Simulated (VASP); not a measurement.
# LiPd3 in VASP: single point with r2SCAN

Aim: the single point of LiPd3 with r2SCAN.

Program: VASP 6.6.1. These are calculated values, not measurements. Logs are shortened: lines on timing, memory, paths and dates and some standing lists are left out, and cuts for length are marked.

## Step 1: The cell of the first run

The cell holds a slab with vacuum, 16 atoms: a = 5.445 Å, b = 5.445 Å, c = 18.668 Å, α = 90.00°, β = 90.00°, γ = 60.00°.

## Step 2: Single point, r2SCAN

File POSCAR:

```
LiPd3
1.0
    5.4447179725      0.0000000000      0.0000000000
    2.7223589862      4.7152640806      0.0000000000
    0.0000000000      0.0000000000     18.6683904130
Li Pd
4 12
Direct
    0.0000000000      0.0000000000      0.3213988923
    0.6666666667      0.6666666667      0.4404662974
    0.3333333333      0.3333333333      0.5595337026
    1.0000000000      1.0000000000      0.6786011077
    0.0000000000      0.5000000000      0.3213988923
    0.5000000000      1.0000000000      0.3213988923
    0.5000000000      0.5000000000      0.3213988923
    0.6666666667      0.1666666667      0.4404662974
    0.1666666667      0.6666666667      0.4404662974
    0.1666666667      0.1666666667      0.4404662974
    0.3333333333      0.8333333333      0.5595337026
    0.8333333333      0.3333333333      0.5595337026
    0.8333333333      0.8333333333      0.5595337026
    1.0000000000      0.5000000000      0.6786011077
    0.5000000000      1.0000000000      0.6786011077
    0.5000000000      0.5000000000      0.6786011077
```

File INCAR.step1:

```
ALGO = Normal
DIPOL = 0.5 0.5 0.500
EDIFF = 1E-4
ENCUT = 520
GGA = PE
IDIPOL = 3
ISMEAR = -1
LASPH = True
LCHARG = False
LDIPOL = True
LREAL = Auto
LWAVE = True
NBANDS = 80
NELM = 100
PREC = Accurate
SIGMA = 0.1
```

File INCAR.step2:

```
ALGO = Normal
DIPOL = 0.5 0.5 0.500
EDIFF = 1E-7
ENCUT = 520
IDIPOL = 3
ISIF = 2
ISMEAR = -1
ISTART = 1
LASPH = True
LCHARG = False
LDIPOL = True
LMIXTAU = True
LREAL = Auto
LWAVE = False
METAGGA = R2SCAN
NBANDS = 80
NELM = 100
PREC = Accurate
SIGMA = 0.1
```

File KPOINTS:

```
k-points
0
Gamma
  4 4 1
```

Potentials or basis: VASP PAW PBE potentials, release 64 (Li_sv, Pd).

Started as:

```
> cat potpaw_PBE.64/Li_sv/POTCAR potpaw_PBE.64/Pd/POTCAR > POTCAR
> cp INCAR.step1 INCAR
> mpirun -np 1 vasp_std > vasp.out
> cp INCAR.step2 INCAR
> mpirun -np 1 vasp_std > vasp.out
```

OUTCAR:

```text
EDIFF = 1E-7
   ENCUT = 520
   ISIF = 2
   ISMEAR = -1
   ISTART = 1
   LASPH = True
   LREAL = Auto
   METAGGA = R2SCAN
   NELM = 100
   PREC = Accurate

 ion  position               nearest neighbor table
   1  0.000  0.000  0.321-   9 2.72   8 2.72  10 2.72   5 2.72   5 2.72   6 2.72   6 2.72   7 2.72
                             7 2.72
   2  0.667  0.667  0.440-   6 2.72   5 2.72   7 2.72   8 2.72   8 2.72   9 2.72   9 2.72  10 2.72
                            10 2.72  13 2.72  12 2.72  11 2.72
   3  0.333  0.333  0.560-  15 2.72  14 2.72  16 2.72  11 2.72  11 2.72  12 2.72  12 2.72  13 2.72
                            13 2.72  10 2.72   9 2.72   8 2.72
   4  0.000  0.000  0.679-  12 2.72  11 2.72  13 2.72  14 2.72  14 2.72  15 2.72  15 2.72  16 2.72
                            16 2.72
   5  0.000  0.500  0.321-  10 2.72   2 2.72   9 2.72   1 2.72   1 2.72   7 2.72   7 2.72   6 2.72
                             6 2.72
   6  0.500  0.000  0.321-   2 2.72  10 2.72   8 2.72   7 2.72   7 2.72   1 2.72   1 2.72   5 2.72
                             5 2.72
   7  0.500  0.500  0.321-   8 2.72   9 2.72   2 2.72   6 2.72   6 2.72   5 2.72   5 2.72   1 2.72
                             1 2.72
   8  0.667  0.167  0.440-   7 2.72   1 2.72   6 2.72   2 2.72   2 2.72  10 2.72  10 2.72   9 2.72
                             9 2.72  12 2.72  13 2.72   3 2.72
   9  0.167  0.667  0.440-   1 2.72   7 2.72   5 2.72  10 2.72  10 2.72   2 2.72   2 2.72   8 2.72
                             8 2.72  11 2.72   3 2.72  13 2.72
  10  0.167  0.167  0.440-   5 2.72   6 2.72   1 2.72   9 2.72   9 2.72   8 2.72   8 2.72   2 2.72
                             2 2.72   3 2.72  11 2.72  12 2.72
  11  0.333  0.833  0.560-  16 2.72   4 2.72  15 2.72   3 2.72   3 2.72  13 2.72  13 2.72  12 2.72
                            12 2.72   9 2.72  10 2.72   2 2.72
  12  0.833  0.333  0.560-   4 2.72  16 2.72  14 2.72  13 2.72  13 2.72   3 2.72   3 2.72  11 2.72
                            11 2.72   8 2.72   2 2.72  10 2.72
  13  0.833  0.833  0.560-  14 2.72  15 2.72   4 2.72  12 2.72  12 2.72  11 2.72  11 2.72   3 2.72
                             3 2.72   2 2.72   8 2.72   9 2.72
  14  0.000  0.500  0.679-  13 2.72   3 2.72  12 2.72   4 2.72   4 2.72  16 2.72  16 2.72  15 2.72
                            15 2.72
  15  0.500  0.000  0.679-   3 2.72  13 2.72  11 2.72  16 2.72  16 2.72   4 2.72   4 2.72  14 2.72
                            14 2.72
  16  0.500  0.500  0.679-  11 2.72  12 2.72   3 2.72  15 2.72  15 2.72  14 2.72  14 2.72   4 2.72
                             4 2.72

  LATTYP: Found a hexagonal cell.
 ALAT       =     5.4447179725
 C/A-ratio  =     3.4287157769

  Lattice vectors:

 A1 = (  -2.7223589862,  -4.7152640806,   0.0000000000)
 A2 = (   5.4447179725,   0.0000000000,   0.0000000000)
 A3 = (   0.0000000000,   0.0000000000,  18.6683904130)

Analysis of symmetry for initial positions (statically):
=====================================================================
 Subroutine PRICEL returns:
 Original cell was already a primitive cell.

 Routine SETGRP: Setting up the symmetry group for a
 hexagonal supercell.

 Subroutine GETGRP returns: Found 12 space group operations
 (whereof 12 operations were pure point group operations)
 out of a pool of 24 trial point group operations.

The static configuration has the point symmetry D_3d.

Analysis of symmetry for dynamics (positions and initial velocities):
=====================================================================
 Subroutine PRICEL returns:
 Original cell was already a primitive cell.

 Routine SETGRP: Setting up the symmetry group for a
 hexagonal supercell.

 Subroutine GETGRP returns: Found 12 space group operations
 (whereof 12 operations were pure point group operations)
 out of a pool of 24 trial point group operations.

The dynamic configuration has the point symmetry D_3d.

 Subroutine INISYM returns: Found 12 space group operations
 (whereof 12 operations are pure point group operations),
 and found     1 'primitive' translations

----------------------------------------------------------------------------------------

                                     Primitive cell

  volume of cell :     479.2789

  direct lattice vectors                    reciprocal lattice vectors
     5.444717973  0.000000000  0.000000000     0.183664242 -0.106038600  0.000000000
     2.722358986  4.715264081  0.000000000     0.000000000  0.212077199  0.000000000
     0.000000000  0.000000000 18.668390413     0.000000000  0.000000000  0.053566482

  length of vectors
     5.444717973  5.444717972 18.668390413     0.212077199  0.212077199  0.053566482

  position of ions in fractional coordinates (direct lattice)
     0.000000000  0.000000000  0.321398892
     0.666666667  0.666666667  0.440466297
     0.333333333  0.333333333  0.559533703
     0.000000000  0.000000000  0.678601108
     1.000000000  0.500000000  0.321398892
     0.500000000  0.000000000  0.321398892
[... 8 lines left out ...]
     0.500000000  0.000000000  0.678601108
     0.500000000  0.500000000  0.678601108

  ion indices of the primitive-cell ions
   primitive index   ion index
                 1           1
                 2           2
                 3           3
                 4           4
                 5           5
                 6           6
[... 8 lines left out ...]
                15          15
                16          16

----------------------------------------------------------------------------------------

 KPOINTS: k-points

Automatic generation of k-mesh.
 Grid dimensions read from file:
 generate k-points for:    4    4    1

 Generating k-lattice:

  Cartesian coordinates                     Fractional coordinates (reciprocal lattice)
     0.045916061 -0.026509650  0.000000000     0.250000000 -0.000000000  0.000000000
     0.000000000  0.053019300  0.000000000     0.000000000  0.250000000  0.000000000
     0.000000000  0.000000000  0.053566482     0.000000000  0.000000000  1.000000000

  Length of vectors
     0.053019300  0.053019300  0.053566482

  Shift w.r.t. Gamma in fractional coordinates (k-lattice)
     0.000000000  0.000000000  0.000000000

 Subroutine IBZKPT returns following result:
 ===========================================

 Found      4 irreducible k-points:

 Following reciprocal coordinates:
            Coordinates               Weight
  0.000000  0.000000  0.000000      1.000000
  0.250000 -0.000000  0.000000      6.000000
  0.500000 -0.000000  0.000000      3.000000
  0.500000  0.250000  0.000000      6.000000
   k-points           NKPTS =      4   k-points in BZ     NKDIM =      4   number of bands    NBANDS=     80
   number of dos      NEDOS =    301   number of ions     NIONS =     16
   total plane-waves  NPLWV = 224000
   dimension x,y,z NGX =    40 NGY =   40 NGZ =  140
   dimension x,y,z NGXF=    80 NGYF=   80 NGZF=  280
   ions per type =               4  12
   NGX,Y,Z   is equivalent  to a cutoff of  12.21, 12.21, 12.47 a.u.
   NGXF,Y,Z  is equivalent  to a cutoff of  24.43, 24.43, 24.93 a.u.
 SYSTEM =  unknown system
   PREC   = accura    normal or accurate (medium, high low for compatibility)
   ISTART =      1    job   : 0-new  1-cont  2-samecut
   ICHARG =      0    charge: 1-file 2-atom 10-const
   ISPIN  =      1    spin polarized calculation?
   LNONCOLLINEAR =      F non collinear calculations
   LSORBIT =      F    spin-orbit coupling
   LASPH  =      T    aspherical Exc in radial PAW
   ENCUT  =  520.0 eV  38.22 Ry    6.18 a.u.  10.12 10.12 34.71*2*pi/ulx,y,z
   NELM   =    100;   NELMIN=  2; NELMDL=  0     # of ELM steps
   EDIFF  = 0.1E-06   stopping-criterion for ELM
   LREAL  =      T    real-space projection
   EDIFFG = 0.1E-05   stopping-criterion for IOM
   NSW    =      0    number of steps for IOM
   IBRION =     -1    ionic relax: 0-MD 1-quasi-New 2-CG
   NFREE  =      0    steps in history (QN), initial steepest desc. (CG)
   ISIF   =      2    stress and relaxation
   ISYM   =      2    0-nonsym 1-usesym 2-fastsym
   POTIM  = 0.5000    time-step for ionic-motion
   TEBEG  =    0.0;   TEEND  =   0.0 temperature during run
   PSTRESS=    0.0 pullay stress
   NELECT =     132.0000    total number of electrons
   NUPDOWN=      -1.0000    fix difference up-down
   EMIN   =  10.00;   EMAX   =-10.00  energy-range for DOS
   EFERMI =   0.00;   METHOD = LEGACY
   ISMEAR =    -1;   SIGMA  =   0.10  broadening in eV -4-tet -1-fermi 0-gaus
   EFERMI_NEDOS =   21; number of points for ismear=-14 and -15
   IALGO  =     38    algorithm
   IMIX   =      4    mixing-type and parameters
     AMIX     =   0.40;   BMIX     =  1.00
     AMIX_MAG =   1.60;   BMIX_MAG =  1.00
  volume/ion in A,a.u.               =      29.95       202.15
  Fermi-wavevector in a.u.,A,eV,Ry     =   1.065132  2.012807 15.435890  1.134506
  Thomas-Fermi vector in A             =   2.200673
   LORBIT       =      0    0 simple, 1 ext, 2 COOP (PROOUT), +10 PAW based schemes
   METAGGA = R2SCAN    functional components
   LHFCALC =     F    Hartree Fock is set to
   AEXX    =    0.0000 exact exchange contribution
   IVDW    =     0    specifies the selected vdW correction
   LEPSILON=     F    determine dielectric tensor
   LRPA    =     F    only Hartree local field effects (RPA)
 non-spin polarized calculation
  energy-cutoff  :      520.00
  volume of cell :      479.28
 maximum number of plane-waves:     12932
   NGX = 21   NGY = 21   NGZ = 69

 dipolmoment           0.000000      0.000000      0.000000 electrons x Angstroem

 number of electron     132.0000002 magnetization

 dipolmoment           0.000000      0.000000     -0.000000 electrons x Angstroem

 Free energy of the ion-electron system (eV)
  ---------------------------------------------------
  ext. energy  EPLUGINS =         0.00000000
  ---------------------------------------------------
  free energy    TOTEN  =      -285.14954166 eV

  energy without entropy =     -284.65434444  energy(sigma->0) =     -284.90194305

 E-fermi :   1.3119     XC(G=0):  -6.9368

 val. band max:        1.3086361829   @ k =   0.5000   0.2500   0.0000
 cond. band min:       1.3434595339   @ k =   0.2500  -0.0000   0.0000
 fundamental gap:      0.0348233510
 Fermi energy:         1.3118759496

 k-point     1 :       0.0000    0.0000    0.0000
  band No.  band energies     occupation
      1     -45.7987      2.00000
      2     -45.7987      2.00000
      3     -45.1763      2.00000
      4     -45.1757      2.00000
      5      -4.8527      2.00000
      6      -3.9668      2.00000
[... 70 lines left out ...]
     77       4.9681      0.00000
     78       4.9901      0.00000

 k-point     2 :       0.2500   -0.0000    0.0000
  band No.  band energies     occupation
      1     -45.7986      2.00000
      2     -45.7986      2.00000
      3     -45.1761      2.00000
      4     -45.1757      2.00000
      5      -4.4216      2.00000
      6      -3.5907      2.00000
[... 70 lines left out ...]
     77       5.1644      0.00000
     78       5.1882      0.00000

 k-point     3 :       0.5000   -0.0000    0.0000
  band No.  band energies     occupation
      1     -45.7985      2.00000
      2     -45.7985      2.00000
      3     -45.1759      2.00000
      4     -45.1757      2.00000
      5      -3.7053      2.00000
      6      -3.5356      2.00000
[... 70 lines left out ...]
     77       5.5410      0.00000
     78       5.5477      0.00000

 k-point     4 :       0.5000    0.2500    0.0000
  band No.  band energies     occupation
      1     -45.7985      2.00000
      2     -45.7985      2.00000
      3     -45.1759      2.00000
      4     -45.1757      2.00000
      5      -3.7374      2.00000
      6      -3.1520      2.00000
[... 70 lines left out ...]
     77       5.5380      0.00000
     78       6.0900      0.00000
 [bands above 78 left out]

------------------------ aborting loop because EDIFF is reached ----------------------------------------

 vacuum level on the upper side and lower side of the slab       (xc-potential included)        -0.016        -0.016

  FORCE on cell =-STRESS in cart. coord.  units (eV):
  Direction    XX          YY          ZZ          XY          YZ          ZX
  --------------------------------------------------------------------------------------
  -------------------------------------------------------------------------------------
  Total       -4.2287029     -4.2287029     -2.9160853      0.0000000      0.0000000     -0.0000000
  in kB      -14.1360954    -14.1360954     -9.7481572      0.0000000      0.0000000     -0.0000000
  external PRESSURE =     -12.6734493 kB  Pullay stress =       0.0000000 kB

 VOLUME and BASIS-vectors are now :
 -----------------------------------------------------------------------------
  energy-cutoff  :      520.00
  volume of cell :      479.28
      direct lattice vectors                 reciprocal lattice vectors
     5.444717973  0.000000000  0.000000000     0.183664242 -0.106038600  0.000000000
     2.722358986  4.715264081  0.000000000     0.000000000  0.212077199  0.000000000
     0.000000000  0.000000000 18.668390413     0.000000000  0.000000000  0.053566482

 POSITION                                       TOTAL-FORCE (eV/Angst)
 -----------------------------------------------------------------------------------
      0.00000      0.00000      6.00000        -0.000000     -0.000000     -0.039901
      5.44472      3.14351      8.22280        -0.000000     -0.000000     -0.024893
      2.72236      1.57175     10.44559        -0.000000     -0.000000      0.024893
      0.00000      0.00000     12.66839        -0.000000     -0.000000      0.039901
      1.36118      2.35763      6.00000        -0.137375      0.079313      0.129902
      2.72236      0.00000      6.00000         0.000000     -0.158627      0.129902
[... 8 lines left out ...]
      2.72236      0.00000     12.66839        -0.000000      0.158627     -0.129902
      4.08354      2.35763     12.66839        -0.137375     -0.079313     -0.129902
 -----------------------------------------------------------------------------------
    total drift:                               -0.000000     -0.000000     -0.000000

  FREE ENERGIE OF THE ION-ELECTRON SYSTEM (eV)
  ---------------------------------------------------
  free  energy   TOTEN  =      -285.1495416634 eV

  energy  without entropy=     -284.6543444421  energy(sigma->0) =     -284.90194305

 vacuum level on the upper side and lower side of the slab         5.902         5.902
```

It took 36 min on 1 thread of Intel Xeon Platinum 8375C at 2.90GHz (Ice Lake), shared host; peak memory 0.61 GiB.

Results:

* Free energy: -285.1495 eV
* Largest force: 0.205 eV/Å
* Band gap on the k mesh: zero (bands 66 and 67 overlap by 0.46 eV)

Forces on the atoms (eV/Å):
```
Li   0.000  0.000 -0.040
Li   0.000  0.000 -0.025
Li   0.000  0.000  0.025
Li   0.000  0.000  0.040
Pd  -0.137  0.079  0.130
Pd   0.000 -0.159  0.130
Pd   0.137  0.079  0.130
Pd  -0.004  0.003  0.086
Pd   0.000 -0.005  0.086
Pd   0.004  0.003  0.086
Pd   0.004 -0.003 -0.086
Pd   0.000  0.005 -0.086
Pd  -0.004 -0.003 -0.086
Pd   0.137 -0.079 -0.130
Pd   0.000  0.159 -0.130
Pd  -0.137 -0.079 -0.130
```

Levels at points of the mesh, in eV from the Fermi level:
```tsv
k point	band 61	band 62	band 63	band 64	band 65	band 66	band 67	band 68	band 69	band 70
(0.00, 0.00, 0.00)	-0.02	0.07	0.07	0.19	0.32	0.33	0.53	0.55	1.30	1.83
(0.50, 0.00, 0.00)	-0.96	-0.95	-0.81	-0.73	-0.54	-0.15	0.09	0.12	0.31	0.75
```

Caveat: the cutoff is under 1.25 times the usual one of these potentials, so pressure, stress and relaxed cells hold a basis-set (Pulay) error; the PAW data sets were made with another functional, which shifts forces and pressure a little.

The gap in the log of VASP goes by the Fermi energy; the results here count the filled bands.